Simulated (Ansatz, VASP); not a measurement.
## Two plane-wave programs on Al

```
Al
1.0
    -1.63353    1.63353    1.63353
     1.63353   -1.63353    1.63353
     1.63353    1.63353   -1.63353
Al
1
Direct
  0.00000 0.00000 0.00000
```

Alike in both runs: task single point; functional PBE; k mesh 18 × 18 × 18; occupations gaussian, width 0.1 eV; no spin polarisation.

|  | VASP | Ansatz |
| --- | --- | --- |
| version | VASP 6.6.1 | Ansatz 0.2.0 |
| potentials or method | VASP PAW PBE potentials, release 64 (Al), cutoff 520 eV | scalar-relativistic, plane waves, PAW |
| valence electrons in the cell | 3 | 3 |

```tsv
	VASP	Ansatz	Ansatz less VASP
gap on the k mesh at the Fermi level (eV)	none	none	-
pressure (GPa)	-1.9	-1.9	+0.02
```

A gap of «none» marks a metal or a gap that the smearing closes.
